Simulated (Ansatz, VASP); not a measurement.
**Sb2Au: VASP beside Ansatz**

INCAR

```
SYSTEM = Sb2Au
PREC     = Accurate       ! precision mode
ENCUT    = 520            ! plane-wave cutoff, eV
EDIFF    = 1E-7           ! SCF threshold, eV
ISMEAR   = -1             ! smearing method
SIGMA    = 0.08           ! smearing width, eV
LREAL    = .False.        ! projectors in reciprocal space
LASPH    = .True.         ! aspherical terms in the spheres
NELM     = 80             ! most SCF steps
ALGO     = Normal         ! electronic algorithm
ISIF     = 2              ! what is computed and relaxed
LWAVE    = .False.        ! write WAVECAR
LCHARG   = .True.         ! write CHGCAR
LELF     = .True.         ! ELF
LVHAR    = .True.       
NBANDS   = 18             ! bands
```

File KPOINTS:

```
regular mesh
0
Gamma
  9 9 9
  0 0 0
```

POSCAR

```
Sb2Au
1.0
    0.0000000000      3.3280000000      3.2947200000
    3.3280000000      0.0000000000      3.2947200000
    3.3280000000      3.3280000000      0.0000000000
Sb Au
2 1
Direct
    0.2500000000      0.2500000000      0.2500000000
    0.7500000000      0.7500000000      0.7500000000
    0.0000000000      0.0000000000      0.0000000000
```

Input for Ansatz:

```yaml
crystal:
  lattice:
    - [0.0, 3.328, 3.29472]
    - [3.328, 0.0, 3.29472]
    - [3.328, 3.328, 0.0]
  atoms:
    - { symbol: Sb, position: [0.25, 0.25, 0.25] }
    - { symbol: Sb, position: [0.75, 0.75, 0.75] }
    - { symbol: Au, position: [0.0, 0.0, 0.0] }
kpoints:
  mp_grid: { grid: [9, 9, 9] }
  band_path:
    path:
      - [0.0, 0.0, 0.0]
      - [0.0, 0.5, 0.5]
      - [0.25, 0.75, 0.5]
      - [0.0, 0.5, 0.0]
      - [0.0, 0.0, 0.0]
      - [0.5, 0.5, 0.0]
      - [0.3775380063, 0.6224619937, 0.0]
      - [-0.3775380063, 0.3775380063, 0.0]
      - [0.0, 0.0, 0.0]
    npoints: 5
scf:
  occupations: { method: fermi_dirac, width: 0.08 }
hamiltonian:
  xc: lda
  pseudopotentials: { kind: all_electron, lapw: { basis_error: 0.001 } }
output:
  forces: true
  stress: true
  eigenvalues: true
```

Change from the starting cell: zz strain of -1 %.

Alike in both runs: task single point; functional LDA; k mesh 9 × 9 × 9; occupations fermi-dirac, width 0.08 eV; no spin polarisation.

|  | VASP | Ansatz |
| --- | --- | --- |
| version | VASP 6.6.1 | Ansatz 0.2.0 |
| potentials or method | VASP PAW LDA potentials, release 64 (Sb, Au), cutoff 520 eV | all-electron LAPW, scalar-relativistic |

```csv
,VASP,Ansatz,Ansatz less VASP
pressure (GPa),4.2,4.0,-0.19
"traceless stress, the component that is largest in VASP (GPa)",0.16,0.17,+0.013
```

LDA's correlation is that of Perdew and Zunger in VASP and of Perdew and Wang (1992) in Ansatz. Ansatz ran all-electron here, and VASP with PAW potentials.

Neither program's run includes spin-orbit coupling.
